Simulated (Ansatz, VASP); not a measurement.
## CdI2: VASP beside Ansatz

```
Cd I
1.0
     4.11960    0.00000    0.00000
    -2.05980    3.56768    0.00000
     0.00000    0.00000    7.05239
Cd I
1 2
Direct
  0.00000 0.00000 0.00000
  0.33333 0.66667 0.25186
  0.66667 0.33333 0.74814
```

Change from the starting cell: epitaxial_xy strain -3.0%.

Alike in both runs: task single point; functional HSE06; k mesh 6 × 6 × 4; no spin polarisation.

|  | VASP | Ansatz |
| --- | --- | --- |
| version | VASP 6.6.1 | Ansatz 0.2.0 |
| potentials or method | VASP PAW PBE potentials, release 64 (Cd, I) | plane waves, PAW |
| plane-wave cutoff (eV) | 400 | 420 |
| occupations | gaussian, width 0.01 eV | fixed |
| valence electrons in the cell | 26 | 54 |

VASP gave:

| Item | Value |
| --- | --- |
| gap on the k mesh at the Fermi level (eV) | 3.10 |
| pressure (GPa) | 1.9 |
| traceless stress, the component that is largest in VASP (GPa) | -1.28 |
| rms of the force components (eV/Å) | 0.028 |

Problem. Which values does Ansatz return?

Solution. gap on the k mesh at the Fermi level (eV): 3.10; pressure (GPa): 2.0; traceless stress, the component that is largest in VASP (GPa): -1.28; rms of the force components (eV/Å): 0.037.

Atom by atom the forces differ by 0.009 eV/Å (rms over components). VASP's potentials hold 26 valence electrons a cell and Ansatz's 54, so a difference there can come from the potentials and not from the codes. Ansatz's warnings: stress exchange threshold loose, stress scf threshold loose.

Neither program's run includes spin-orbit coupling.
